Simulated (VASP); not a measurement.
Write the native input for VASP 6.6.1 that does the following.

```
Task                   : single point
Functional             : PBE
Potentials or basis    : VASP PAW PBE potentials, release 64 (Y_sv, Zn, C, N)
Cutoff                 : 520 eV
k mesh                 : 4 × 4 × 4
Occupations            : gaussian, width 0.1 eV
Spin                   : no spin polarisation
Dipole correction      : no
Further INCAR settings : ALGO = Normal; EDIFF = 1e-07; NBANDS = 40
```

The structure of YZnC4N4 lies in POSCAR:

```
YZnC4N4
1.0
    3.9363718134     -3.5030144235      0.0000000000
    3.9363718134      3.5030144235      0.0000000000
    0.0000000000      0.0000000000      8.1028020063
Y Zn C N
1 1 4 4
Direct
    0.0000000000      0.0000000000      0.0000000000
    0.5000000000      0.5000000000      0.5000000000
    0.7802346487      0.7802346487      0.7855944257
    0.2197653513      0.2197653513      0.2144055743
    0.7802346487      0.7802346487      0.2144055743
    0.2197653513      0.2197653513      0.7855944257
    0.6799082372      0.6799082372      0.6786698072
    0.3200917628      0.3200917628      0.3213301928
    0.6799082372      0.6799082372      0.3213301928
    0.3200917628      0.3200917628      0.6786698072
```

One way to write it, as run:

INCAR

```
SYSTEM = YZnC4N4
PREC = Accurate ; ENCUT = 520
EDIFF = 1E-7 ; ISMEAR = 0
SIGMA = 0.1 ; LREAL = .False.
LASPH = .True. ; NELM = 80
ALGO = Normal ; ISIF = 2
LWAVE = .False. ; LCHARG = .False.
GGA = PE ; NBANDS = 40
```

KPOINTS

```
Automatic mesh
0
Gamma
  4 4 4
  0 0 0
```

Potentials or basis: VASP PAW PBE potentials, release 64 (Y_sv, Zn, C, N).

Command:

```sh
$ cat potpaw_PBE.64/Y_sv/POTCAR potpaw_PBE.64/Zn/POTCAR potpaw_PBE.64/C/POTCAR potpaw_PBE.64/N/POTCAR > POTCAR
$ mpirun -np 1 vasp_std > vasp.out
```

It gave:

The pressure is 0.4 GPa, the largest force is 0.352 eV/Å and the band gap on the k mesh is zero (an odd number of electrons rules out a gap without spin polarisation).

Caveat: an odd number of electrons without spin polarisation forces a metal; a magnetic or distorted state may lie lower.

Wall time 110 s on 1 thread of Intel(R) Xeon(R) 6975P-C (Granite Rapids) (shared host), peak memory 0.43 GiB.
